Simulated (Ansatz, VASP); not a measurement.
# Two plane-wave programs on BaScO2F

INCAR

```
  PREC = Accurate
  ENCUT = 910
  EDIFF = 1E-6
  ISMEAR = 0
  SIGMA = 0.05
  LREAL = False
  LASPH = True
  NELM = 120
  ALGO = Normal
  ISIF = 2
  LWAVE = False
  LCHARG = False
  GGA = CA
  NBANDS = 28
  GGA_COMPAT = False
```

KPOINTS

```
regular mesh
0
Gamma
  6 6 6
```

The input POSCAR:

```
BaScO2F
1.0
    4.2069470000      0.0000000000      0.0000000000
    0.0000000000      4.2069470000      0.0000000000
    0.0000000000      0.0000000000      4.0429564800
Ba Sc O F
1 1 2 1
Direct
    0.5000000000      0.5000000000      0.5000000000
    0.0000000000      0.0000000000      0.0000000000
    0.5000000000      0.0000000000      0.0000000000
    0.0000000000      0.5000000000      0.0000000000
    0.0000000000      0.0000000000      0.5000000000
```

Input for Ansatz:

```yaml
crystal:
  lattice:
    - [4.206947, 0.0, 0.0]
    - [0.0, 4.206947, 0.0]
    - [0.0, 0.0, 4.04295648]
  atoms:
    - { symbol: Ba, position: [0.5, 0.5, 0.5] }
    - { symbol: Sc, position: [0.0, 0.0, 0.0] }
    - { symbol: O, position: [0.5, 0.0, 0.0] }
    - { symbol: O, position: [0.0, 0.5, 0.0] }
    - { symbol: F, position: [0.0, 0.0, 0.5] }
basis:
  ecutwfc: 420
kpoints:
  mp_grid: { grid: [6, 6, 6] }
hamiltonian:
  xc: lda
scf:
  occupations: { method: gaussian, width: 0.05 }
output:
  forces: true
  stress: true
  eigenvalues: true
```

Change from the starting cell: strain -0.0400 x Voigt [0, 0, 1, 0, 0, 0], atoms carried along.

Alike in both runs: task single point; functional LDA; k mesh 6 × 6 × 6; occupations gaussian, width 0.05 eV; no spin polarisation.

|  | VASP | Ansatz |
| --- | --- | --- |
| version | VASP 6.6.1 | Ansatz 0.2.0 |
| potentials or method | VASP PAW LDA potentials, release 64 (Ba_sv, Sc_sv, O_h, F_h), cutoff 910 eV | scalar-relativistic, plane waves, PAW |
| valence electrons in the cell | 40 | 40 |

Ansatz gave:

```
gap on the k mesh at the Fermi level (eV) : 3.13
least direct gap on the mesh (eV)         : 3.43
```

Problem. Which values does VASP return?

Solution. gap on the k mesh at the Fermi level (eV): 3.06; least direct gap on the mesh (eV): 3.37.

LDA's correlation is that of Perdew and Zunger in VASP and of Perdew and Wang (1992) in Ansatz.

Spin-orbit coupling is off throughout. Noted on VASP's run: the cutoff is short for stress, so the pressure is rough.
